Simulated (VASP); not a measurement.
# Mg2BeSeO2 (Cmmm) in VASP: notebook

The runs below take Mg2BeSeO2 through relaxation of cell and atoms, with PBE.

Everything below comes from runs of VASP 6.6.1. Logs are shortened: lines on timing, memory, paths and dates and some standing lists are left out, and cuts for length are marked.

### Step 1. The cell of the first run

It takes space group Cmmm (No. 65, orthorhombic). The conventional cell has a = 5.265 Å, b = 12.402 Å, c = 2.864 Å, α = 90.00°, β = 90.00°, γ = 90.00°. Within 2.6 Å of Mg (site symmetry m2m) lie 4 O at 1.98 Å. Be (site symmetry mmm) has 2 Be at 2.86 Å and 4 Se at 3.00 Å and 4 O at 3.37 Å and 4 Mg at 3.75 Å within 3.8 Å. Se (site symmetry mmm) has 2 Mg at 2.74 Å and 2 Se at 2.86 Å and 4 Be at 3.00 Å and 8 O at 3.66 Å within 3.7 Å. Within 2.7 Å of O (site symmetry 2/m) lie 4 Mg at 1.98 Å and 2 O at 2.63 Å.

The cell was generated, and may not be a known phase.

### Step 2. Relaxation of cell and atoms, PBE, collinear spin, ferromagnetic start

The input, INCAR:

```
PREC     = Accurate       # precision mode
ENCUT    = 600            # plane-wave cutoff, eV
EDIFF    = 1E-6           # SCF threshold, eV
ISMEAR   = 0              # smearing method
SIGMA    = 0.1            # smearing width, eV
LREAL    = False          # projectors in reciprocal space
LASPH    = True           # aspherical terms in the spheres
NELM     = 150            # most SCF steps
ALGO     = Normal         # electronic algorithm
ISIF     = 3              # what is computed and relaxed
LWAVE    = False          # write WAVECAR
LCHARG   = False          # write CHGCAR
ISPIN    = 2              # spin polarisation
MAGMOM   = 0 0 0 0 -0.16 -0.16 # initial moments
LORBIT   = 11             # projections on sites
GGA      = PE             # functional
IBRION   = 2              # ionic algorithm
NSW      = 90             # ionic steps
EDIFFG   = -0.04          # ionic threshold
```

The input, KPOINTS:

```
Automatic mesh
0
Gamma
  4 4 6
```

The input, POSCAR:

```
Mg2BeSeO2
1.0
    2.6326256180     -6.2007882949      0.0000000000
    2.6326256180      6.2007882949      0.0000000000
    0.0000000000      0.0000000000      2.8642163027
Mg Be Se O
2 1 1 2
Direct
    0.7792434865      0.2207565135      0.0000000000
    0.2207565135      0.7792434865      0.0000000000
    0.5000000000      0.5000000000      0.5000000000
    0.0000000000      0.0000000000      0.0000000000
    0.5000000000      0.0000000000      0.5000000000
    0.0000000000      0.5000000000      0.5000000000
```

Potentials or basis: VASP PAW PBE potentials, release 64 (Mg, Be, Se, O).

The run is started by

```sh
$ cat potpaw_PBE.64/Mg/POTCAR potpaw_PBE.64/Be/POTCAR potpaw_PBE.64/Se/POTCAR potpaw_PBE.64/O/POTCAR > POTCAR
$ mpirun -np 1 vasp_std > vasp.out
```

OUTCAR:

```text
PREC = Accurate
   ENCUT = 600
   EDIFF = 1E-6
   ISMEAR = 0
   LREAL = False
   LASPH = True
   NELM = 150
   ISIF = 3
   ISPIN = 2
   LORBIT = 11
   GGA = PE
   IBRION = 2
   NSW = 90
   EDIFFG = -0.04

 ion  position               nearest neighbor table
   1  0.779  0.221  0.000-   5 1.98   6 1.98   5 1.98   6 1.98   2 2.73   2 2.73   4 2.74
   2  0.221  0.779  0.000-   5 1.98   6 1.98   5 1.98   6 1.98   1 2.73   1 2.73   4 2.74
   3  0.500  0.500  0.500-
   4  0.000  0.000  0.000-   1 2.74   2 2.74
   5  0.500  0.000  0.500-   1 1.98   2 1.98   1 1.98   2 1.98
   6  0.000  0.500  0.500-   1 1.98   2 1.98   1 1.98   2 1.98

  LATTYP: Found a base centered orthorhombic cell.
 ALAT       =     5.2652512360
 B/A-ratio  =     2.3553627422
 C/A-ratio  =     0.5439847358

  Lattice vectors:

 A1 = (   2.6326256180,  -6.2007882949,   0.0000000000)
 A2 = (   2.6326256180,   6.2007882949,   0.0000000000)
 A3 = (   0.0000000000,   0.0000000000,   2.8642163027)

Analysis of symmetry for initial positions (statically):
=====================================================================
 Subroutine PRICEL returns:
 Original cell was already a primitive cell.

 Routine SETGRP: Setting up the symmetry group for a
 base centered orthorhombic supercell.

 Subroutine GETGRP returns: Found  8 space group operations
 (whereof  8 operations were pure point group operations)
 out of a pool of  8 trial point group operations.

The static configuration has the point symmetry D_2h.

Analysis of symmetry for dynamics (positions and initial velocities):
=====================================================================
 Subroutine PRICEL returns:
 Original cell was already a primitive cell.

 Routine SETGRP: Setting up the symmetry group for a
 base centered orthorhombic supercell.

 Subroutine GETGRP returns: Found  8 space group operations
 (whereof  8 operations were pure point group operations)
 out of a pool of  8 trial point group operations.

The dynamic configuration has the point symmetry D_2h.

Analysis of structural, dynamic, and magnetic symmetry:
=====================================================================
 Subroutine PRICEL returns:
 Original cell was already a primitive cell.

 Routine SETGRP: Setting up the symmetry group for a
 base centered orthorhombic supercell.

 Subroutine GETGRP returns: Found  8 space group operations
 (whereof  8 operations were pure point group operations)
 out of a pool of  8 trial point group operations.

The overall configuration has the point symmetry D_2h.

 Subroutine INISYM returns: Found  8 space group operations
 (whereof  8 operations are pure point group operations),
 and found     1 'primitive' translations

----------------------------------------------------------------------------------------

                                     Primitive cell

  volume of cell :      93.5130

  direct lattice vectors                    reciprocal lattice vectors
     2.632625618 -6.200788295  0.000000000     0.189924460 -0.080634909  0.000000000
     2.632625618  6.200788295  0.000000000     0.189924460  0.080634909  0.000000000
     0.000000000  0.000000000  2.864216303     0.000000000  0.000000000  0.349135643

  length of vectors
     6.736504518  6.736504518  2.864216303     0.206332957  0.206332957  0.349135643

  position of ions in fractional coordinates (direct lattice)
     0.779243487  0.220756513  0.000000000
     0.220756513  0.779243487  0.000000000
     0.500000000  0.500000000  0.500000000
     0.000000000  0.000000000  0.000000000
     0.500000000  0.000000000  0.500000000
     0.000000000  0.500000000  0.500000000

  ion indices of the primitive-cell ions
   primitive index   ion index
                 1           1
                 2           2
                 3           3
                 4           4
                 5           5
                 6           6

----------------------------------------------------------------------------------------

 KPOINTS: Automatic mesh

Automatic generation of k-mesh.
 Grid dimensions read from file:
 generate k-points for:    4    4    6

 Generating k-lattice:

  Cartesian coordinates                     Fractional coordinates (reciprocal lattice)
     0.047481115 -0.020158727  0.000000000     0.250000000  0.000000000  0.000000000
     0.047481115  0.020158727  0.000000000     0.000000000  0.250000000  0.000000000
     0.000000000  0.000000000  0.058189274     0.000000000  0.000000000  0.166666667

  Length of vectors
     0.051583239  0.051583239  0.058189274

  Shift w.r.t. Gamma in fractional coordinates (k-lattice)
     0.000000000  0.000000000  0.000000000

 Subroutine IBZKPT returns following result:
 ===========================================

 Found     28 irreducible k-points:

 Following reciprocal coordinates:
            Coordinates               Weight
  0.000000  0.000000  0.000000      1.000000
  0.250000  0.000000  0.000000      4.000000
[... 52 lines left out ...]
   LHFCALC =     F    Hartree Fock is set to
   AEXX    =    0.0000 exact exchange contribution
   IVDW    =     0    specifies the selected vdW correction
   LEPSILON=     F    determine dielectric tensor
   LRPA    =     F    only Hartree local field effects (RPA)
 conjugate gradient relaxation of ions
 spin polarized calculation
 Gauss-broadening in eV      SIGMA  =   0.10
  energy-cutoff  :      600.00
  volume of cell :       93.51
 maximum number of plane-waves:      3140
 NGX is ok and might be reduce to    54
   NGX = 27   NGY = 27   NGZ = 11

--------------------------------------- Ionic step        1  -------------------------------------------

 number of electron      24.0000003 magnetization      -0.0072571

 number of electron      24.0000003 magnetization       0.0004391

 Free energy of the ion-electron system (eV)
  ---------------------------------------------------
  ext. energy  EPLUGINS =         0.00000000
  ---------------------------------------------------
  free energy    TOTEN  =       -27.16554271 eV

  energy without entropy =      -27.14663658  energy(sigma->0) =      -27.15608964

------------------------ aborting loop because EDIFF is reached ----------------------------------------

  FORCE on cell =-STRESS in cart. coord.  units (eV):
  Direction    XX          YY          ZZ          XY          YZ          ZX
  --------------------------------------------------------------------------------------
  -------------------------------------------------------------------------------------
  Total        1.9697996      0.2068219     -2.0400436      0.0000000      0.0000000      0.0000000
  in kB       33.7489923      3.5435226    -34.9524978      0.0000000      0.0000000      0.0000000
  external PRESSURE =       0.7800057 kB  Pullay stress =       0.0000000 kB
[... 277 lines left out ...]
--------------------------------------- Ionic step        8  -------------------------------------------

 number of electron      23.9999995 magnetization       0.0000029

 number of electron      23.9999995 magnetization      -0.0000021

 Free energy of the ion-electron system (eV)
  ---------------------------------------------------
  ext. energy  EPLUGINS =         0.00000000
  ---------------------------------------------------
  free energy    TOTEN  =       -27.33046593 eV

  energy without entropy =      -27.32825745  energy(sigma->0) =      -27.32936169

 E-fermi :   2.1506     XC(G=0):  -9.1734

 val. band max:        2.0942029854   @ k =   0.0000   0.0000   0.5000
 cond. band min:       2.2760241390   @ k =   0.2500   0.0000   0.3333
 fundamental gap:      0.1818211537
 Fermi energy:         2.1505747961

 spin component 1

 k-point     1 :       0.0000    0.0000    0.0000
  band No.  band energies     occupation
      1     -14.8435      1.00000
      2     -13.9904      1.00000
      3     -11.9399      1.00000
      4      -2.7393      1.00000
      5      -2.1196      1.00000
      6      -1.8812      1.00000
[... 8 lines left out ...]
     15       6.0773      0.00000
     16       7.8377      0.00000
[... 420 lines left out ...]
  band No.  band energies     occupation
      1     -13.7902      1.00000
      2     -13.7899      1.00000
      3      -9.4179      1.00000
      4      -3.5824      1.00000
      5      -1.8312      1.00000
      6      -1.6918      1.00000
[... 8 lines left out ...]
     15       6.5853      0.00000
     16       7.2014      0.00000

 [... further k-points ...]

 spin component 2

 k-point     1 :       0.0000    0.0000    0.0000
  band No.  band energies     occupation
      1     -14.8435      1.00000
      2     -13.9904      1.00000
      3     -11.9399      1.00000
      4      -2.7393      1.00000
      5      -2.1196      1.00000
      6      -1.8812      1.00000
[... 8 lines left out ...]
     15       6.0773      0.00000
     16       7.8377      0.00000
[... 420 lines left out ...]
  band No.  band energies     occupation
      1     -13.7902      1.00000
      2     -13.7899      1.00000
      3      -9.4179      1.00000
      4      -3.5824      1.00000
      5      -1.8312      1.00000
      6      -1.6918      1.00000
[... 8 lines left out ...]
     15       6.5853      0.00000
     16       7.2014      0.00000

 [... further k-points ...]
[... 5 lines left out ...]
  --------------------------------------------------------------------------------------
  -------------------------------------------------------------------------------------
  Total        0.1813418     -0.1479795     -0.0449143      0.0000000      0.0000000      0.0000000
  in kB        3.1022537     -2.5315177     -0.7683588      0.0000000      0.0000000      0.0000000
  external PRESSURE =      -0.0658743 kB  Pullay stress =       0.0000000 kB
[... 21 lines left out ...]
  FREE ENERGIE OF THE ION-ELECTRON SYSTEM (eV)
  ---------------------------------------------------
  free  energy   TOTEN  =       -27.3304659298 eV

  energy  without entropy=      -27.3282574540  energy(sigma->0) =      -27.32936169

 reached required accuracy - stopping structural energy minimisation

 total charge

# of ion       s       p       d       tot
------------------------------------------
    1        0.167   0.201   0.091   0.459
    2        0.167   0.201   0.091   0.459
    3        0.377   0.208   0.000   0.585
    4        1.502   2.157   0.026   3.684
    5        1.550   3.546   0.000   5.096
    6        1.550   3.546   0.000   5.096
--------------------------------------------------
tot          5.314   9.858   0.207  15.379

 magnetization (x)

# of ion       s       p       d       tot
------------------------------------------
    1       -0.000  -0.000  -0.000  -0.000
    2       -0.000  -0.000  -0.000  -0.000
    3        0.000   0.000   0.000   0.000
    4       -0.000   0.000   0.000   0.000
    5        0.000   0.000   0.000   0.000
    6        0.000   0.000   0.000   0.000
--------------------------------------------------
tot          0.000   0.000  -0.000   0.000
```

Run time: 6.1 min. Hardware: 1 thread of Intel Xeon 6975P-C (Granite Rapids), shared host; peak memory 0.39 GiB.

What came out:

```
Free energy                                           : -27.3305 eV
Relaxed volume                                        : 15.61 Å³/atom
Relaxed cell                                          : a = 6.754 Å, b = 6.754 Å, c = 2.760 Å, α = 90.00°, β = 90.00°, γ = 131.94°
Space group after relaxing (to 0.1 Å)                 : Cmmm (No. 65)
Energy gained by relaxing                             : 27.5 meV/atom
Ionic steps                                           : 8
Pressure after relaxing                               : 0.0 GPa
Largest force after relaxing                          : 0.032 eV/Å
Band gap on the k mesh                                : zero (filled and empty bands overlap)
Net moment                                            : 0.00 μB per cell
Valence electrons inside the program's atomic spheres : Mg 0.46; Be 0.58; Se 3.68; O 5.10
```

Forces on the atoms (eV/Å):
```
Mg   0.000  0.032  0.000
Mg   0.000 -0.032  0.000
Be   0.000  0.000  0.000
Se   0.000  0.000  0.000
O    0.000  0.000  0.000
O    0.000  0.000  0.000
```

Step by step:
```tsv
step	energy change (eV)	largest force (eV/Å)	pressure (GPa)	volume (Å³)
1	0.0000	0.2518	0.08	93.51
2	-0.0597	0.3841	0.10	93.59
3	-0.0947	0.5491	0.22	93.62
4	-0.1284	0.3835	-0.13	94.06
5	-0.1379	0.2400	-0.34	94.39
6	-0.1627	0.0339	-0.07	93.88
7	-0.1633	0.0610	-0.13	93.95
8	-0.1649	0.0320	-0.01	93.66
```

Final structure:
```xyz
6
Lattice="2.7503 -6.1686 0.0000 2.7503 6.1686 0.0000 0.0000 0.0000 2.7602" Properties=species:S:1:pos:R:3 pbc="T T T"
Mg    2.7503   -3.2993    2.7602
Mg    2.7503    3.2993    0.0000
Be    2.7503    0.0000    1.3801
Se    0.0000    0.0000    0.0000
O     1.3751   -3.0843    1.3801
O     1.3751    3.0843    1.3801
```

Levels at points of the mesh, in eV from the Fermi level:
Spin up:
| k point | band 10 | band 11 | band 12 | band 13 | band 14 | band 15 |
| --- | --- | --- | --- | --- | --- | --- |
| (0.00, 0.00, 0.00) | -0.63 | -0.62 | -0.58 | 2.45 | 3.24 | 3.93 |
| (0.50, 0.00, 0.00) | -0.62 | -0.62 | 0.51 | 1.39 | 2.15 | 3.28 |
| (0.50, 0.50, 0.00) | -0.63 | -0.62 | -0.59 | 1.33 | 3.23 | 5.61 |
| (0.00, 0.00, 0.50) | -1.25 | -0.91 | -0.42 | -0.06 | 1.82 | 2.82 |
| (0.50, 0.00, 0.50) | -1.32 | -1.14 | -1.10 | 0.96 | 2.21 | 4.43 |
| (0.50, 0.50, 0.50) | -1.03 | -0.87 | -0.39 | -0.15 | 2.19 | 2.60 |
Spin down:
```csv
k point,band 8,band 9,band 10,band 11,band 12,band 13,band 14,band 15,band 16
"(0.00, 0.00, 0.00)",-1.24,-1.22,-0.63,-0.62,-0.58,2.45,3.24,3.93,5.69
"(0.50, 0.00, 0.00)",-2.39,-1.24,-0.62,-0.62,0.51,1.39,2.15,3.28,5.51
"(0.50, 0.50, 0.00)",-1.62,-1.60,-0.63,-0.62,-0.59,1.33,3.23,5.61,6.62
"(0.00, 0.00, 0.50)",-1.71,-1.37,-1.25,-0.91,-0.42,-0.06,1.82,2.82,4.55
"(0.50, 0.00, 0.50)",-2.16,-2.12,-1.32,-1.14,-1.10,0.96,2.21,4.43,5.05
"(0.50, 0.50, 0.50)",-1.49,-1.16,-1.03,-0.87,-0.39,-0.15,2.19,2.60,3.64
```

Caveat: the k points lie up to 0.38 Å⁻¹ apart in the final cell, too coarse for converged energies and pressures of a metal.

### Step 3. Relaxation of cell and atoms, PBE

This run uses another cell than the first one, of 15.62 Å³/atom.

The input, INCAR:

```
SYSTEM = Mg2BeSeO2
PREC     = Accurate       ! precision mode
ENCUT    = 600            ! plane-wave cutoff, eV
EDIFF    = 1E-6           ! SCF threshold, eV
ISMEAR   = 0              ! smearing method
SIGMA    = 0.1            ! smearing width, eV
LREAL    = .False.        ! projectors in reciprocal space
LASPH    = .True.         ! aspherical terms in the spheres
NELM     = 100            ! most SCF steps
ALGO     = Normal         ! electronic algorithm
ISIF     = 3              ! what is computed and relaxed
LWAVE    = .False.        ! write WAVECAR
LCHARG   = .False.        ! write CHGCAR
GGA      = PE             ! functional
IBRION   = 2              ! ionic algorithm
NSW      = 100            ! ionic steps
EDIFFG   = -0.01          ! ionic threshold
```

The input, KPOINTS:

```
Automatic mesh
0
Gamma
  8 8 14
  0 0 0
```

The input, POSCAR:

```
Mg2BeSeO2
1.0
    2.7535961158     -6.1623757955      0.0000000000
    2.7535961158      6.1623757955      0.0000000000
    0.0000000000      0.0000000000      2.7616139897
Mg Be Se O
2 1 1 2
Direct
    0.7668324679      0.2331675321      0.0000000000
    0.2331675321      0.7668324679      0.0000000000
    0.5000000000      0.5000000000      0.5000000000
    0.0000000000      0.0000000000      0.0000000000
    0.5000000000      0.0000000000      0.5000000000
    0.0000000000      0.5000000000      0.5000000000
```

Potentials or basis: VASP PAW PBE potentials, release 64 (Mg, Be, Se, O).

The run is started by

```sh
$ cat potpaw_PBE.64/Mg/POTCAR potpaw_PBE.64/Be/POTCAR potpaw_PBE.64/Se/POTCAR potpaw_PBE.64/O/POTCAR > POTCAR
$ mpirun -np 1 vasp_std > vasp.out
```

It took 18 min on 1 thread of Intel Xeon 6975P-C (Granite Rapids), shared host; peak memory 0.58 GiB.

Results (log left out):

```
Free energy                           : -27.3785 eV
Relaxed volume                        : 15.55 Å³/atom
Relaxed cell                          : a = 6.722 Å, b = 6.722 Å, c = 2.813 Å, α = 90.00°, β = 90.00°, γ = 132.76°
Space group after relaxing (to 0.1 Å) : Cmmm (No. 65)
Energy gained by relaxing             : 9.4 meV/atom
Ionic steps                           : 11
Pressure after relaxing               : 0.0 GPa
Largest force after relaxing          : 0.007 eV/Å
Band gap on the k mesh                : zero (bands 12 and 13 overlap by 1.57 eV)
```

Forces on the atoms (eV/Å):
```
Mg   0.000 -0.007  0.000
Mg   0.000  0.007  0.000
Be   0.000  0.000  0.000
Se   0.000  0.000  0.000
O    0.000  0.000  0.000
O    0.000  0.000  0.000
```

The path:
```csv
step,energy change (eV),largest force (eV/Å),pressure (GPa),volume (Å³)
1,0.0000,0.1808,0.28,93.72
2,-0.0385,0.2108,-0.56,94.08
3,-0.0394,0.2116,-0.72,94.13
4,-0.0455,0.1959,0.13,93.20
5,-0.0461,0.1893,0.51,92.80
6,-0.0515,0.1286,0.36,92.77
7,-0.0553,0.0042,0.11,92.71
8,-0.0554,0.0095,0.13,92.72
9,-0.0557,0.0080,0.04,92.92
10,-0.0561,0.0045,-0.15,93.34
11,-0.0562,0.0073,-0.03,93.33
```

Final structure:
```xyz
6
Lattice="2.6933 -6.1593 0.0000 2.6933 6.1593 0.0000 0.0000 0.0000 2.8129" Properties=species:S:1:pos:R:3 pbc="T T T"
Mg    2.6933   -3.3622    0.0000
Mg    2.6933    3.3622    0.0000
Be    2.6933    0.0000    1.4065
Se    2.6933    6.1593    0.0000
O     4.0400    3.0797    1.4065
O     1.3467    3.0797    1.4065
```

Levels at points of the mesh, in eV from the Fermi level:
| k point | band 10 | band 11 | band 12 | band 13 | band 14 | band 15 |
| --- | --- | --- | --- | --- | --- | --- |
| (0.00, 0.00, 0.00) | -0.64 | -0.56 | -0.11 | 2.84 | 3.55 | 4.27 |
| (0.50, 0.00, 0.00) | -0.60 | -0.60 | 1.26 | 1.75 | 2.62 | 3.62 |
| (0.50, 0.50, 0.00) | -0.64 | -0.56 | -0.11 | 1.80 | 3.54 | 6.31 |
| (0.00, 0.00, 0.50) | -0.87 | -0.68 | 0.01 | 0.23 | 2.07 | 3.04 |
| (0.50, 0.00, 0.50) | -1.13 | -0.90 | -0.79 | 1.08 | 2.82 | 4.61 |
| (0.50, 0.50, 0.50) | -0.68 | -0.63 | 0.03 | 0.14 | 2.41 | 2.82 |

The gap in the log of VASP goes by the Fermi energy; the results here count the filled bands.